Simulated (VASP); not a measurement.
AlGaN2, 8 atoms in the cell. Symmetry: P-4m2, No. 115, tetragonal system. The conventional cell has a = 3.139 Å, b = 3.139 Å, c = 8.845 Å, α = 90.00°, β = 90.00°, γ = 90.00°. Within 2.4 Å of Al (site symmetry -4m2) lie 4 N at 1.79 Å. Al (site symmetry -4m2) has 4 N at 2.00 Å within 2.7 Å. Ga (site symmetry 2mm) has 4 N at 1.82 to 2.09 Å within 2.4 Å. N (site symmetry 2mm) has 2 Al at 1.79 Å and 2 Ga at 2.09 Å within 2.4 Å. Within 2.4 Å of N (site symmetry 2mm) lie 2 Ga at 1.82 Å and 2 Al at 2.00 Å.  This cell differs from its parent crystal: mode 23 (742.2 1/cm) frozen in, largest displacement +0.188 Å.

| Quantity | Value |
| --- | --- |
| Program | VASP 6.6.1 |
| Task | single point |
| Functional | r2SCAN |
| Potentials or basis | VASP PAW PBE potentials, release 64 (Al, Ga_d, N) |
| Cutoff | 520 eV |
| k mesh | 8 × 8 × 4 |
| Occupations | gaussian, width 0.05 eV |
| Spin | no spin polarisation |
| Dipole correction | no |
| Further INCAR settings | ALGO = Normal; EDIFF = 1e-06; NBANDS = 36 |

Potentials or basis: VASP PAW PBE potentials, release 64 (Al, Ga_d, N).

Launch:

```console
$ cat potpaw_PBE.64/Al/POTCAR potpaw_PBE.64/Ga_d/POTCAR potpaw_PBE.64/N/POTCAR > POTCAR
$ cp INCAR.step1 INCAR
$ mpirun -np 1 vasp_std > vasp.out
$ cp INCAR.step2 INCAR
$ mpirun -np 1 vasp_std > vasp.out
```

Hardware: 1 thread of AMD EPYC 9R45 96-Core Processor (Zen 5), on a shared host.

Q: Estimate the wall time of this run.

A: It took 5.1 min on 1 thread of AMD EPYC 9R45 96-Core Processor (Zen 5), on a shared host, peak memory 0.25 GiB. Counts: k points 45.
